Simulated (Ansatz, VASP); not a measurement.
PbSe: VASP beside Ansatz

```
Pb Se
1.0
     0.00000    3.08907    3.08907
     3.08907    0.00000    3.08907
     3.08907    3.08907    0.00000
Pb Se
1 1
Direct
  0.00000 0.00000 0.00000
  0.50000 0.50000 0.50000
```

Alike in both runs: functional r2SCAN; k mesh 6 × 6 × 6; no spin polarisation.

Ansatz relaxed the structure, and its values are those at the end. VASP's run is a single point on that final structure, the one shown.

|  | VASP | Ansatz |
| --- | --- | --- |
| version | VASP 6.6.1 | Ansatz 0.2.0 |
| potentials or method | VASP PAW PBE potentials, release 64 (Pb_d, Se), cutoff 550 eV | plane waves, PAW |
| occupations | gaussian, width 0.01 eV | fixed |
| valence electrons in the cell | 20 | 30 |

```tsv
	VASP	Ansatz	Ansatz less VASP
pressure (GPa)	0.0	0.0	-0.02
```

VASP's potentials were made for PBE, not for r2SCAN. VASP's potentials hold 20 valence electrons a cell and Ansatz's 30, so a difference there can come from the potentials and not from the codes.

Neither program's run includes spin-orbit coupling.
